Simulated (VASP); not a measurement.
Write the native input for VASP 6.6.1 that does the following.

```
Task                   : single point
Functional             : PBEsol
Potentials or basis    : VASP PAW PBE potentials, release 64 (Ag)
Cutoff                 : 520 eV
k mesh                 : 20 × 20 × 20
Occupations            : gaussian, width 0.15 eV
Spin                   : no spin polarisation
Dipole correction      : no
Further INCAR settings : ALGO = Normal; EDIFF = 1e-07; NBANDS = 12
```

The structure of Ag lies in POSCAR:

```
Ag
1.0
    0.0000000000      2.0431000000      2.1043930000
    2.0431000000      0.0000000000      2.1043930000
    2.0431000000      2.0431000000      0.0000000000
Ag
1
Direct
    0.0000000000      0.0000000000      0.0000000000
```

This cell differs from its parent crystal: strain +0.000 along x and y, +0.030 along z.

One way to write it, as run:

INCAR

```
SYSTEM = Ag
PREC = Accurate
ENCUT = 520
EDIFF = 1E-7
ISMEAR = 0
SIGMA = 0.15
LREAL = .False.
LASPH = .True.
NELM = 60
ALGO = Normal
ISIF = 2
LWAVE = .False.
LCHARG = .False.
GGA = PS
NBANDS = 12
```

KPOINTS

```
regular mesh
0
Gamma
  20 20 20
  0 0 0
```

Potentials or basis: VASP PAW PBE potentials, release 64 (Ag).

The run is started by

```bash
$ cat potpaw_PBE.64/Ag/POTCAR > POTCAR
$ mpirun -np 1 vasp_std > vasp.out
```

Results of the run:

```yaml
Pressure: -5.6 GPa
Band_gap_on_the_k_mesh: zero (an odd number of electrons rules out a gap without spin polarisation)
```

Caveat: the cell differs from its parent crystal (strain +0.000 along x and y, +0.030 along z); the cell stands under tension; the PAW data sets were made with another functional, which shifts forces and pressure a little.

Run time: 36 s on 1 thread of Intel(R) Xeon(R) 6975P-C (Granite Rapids), on a shared host, peak memory 0.24 GiB.
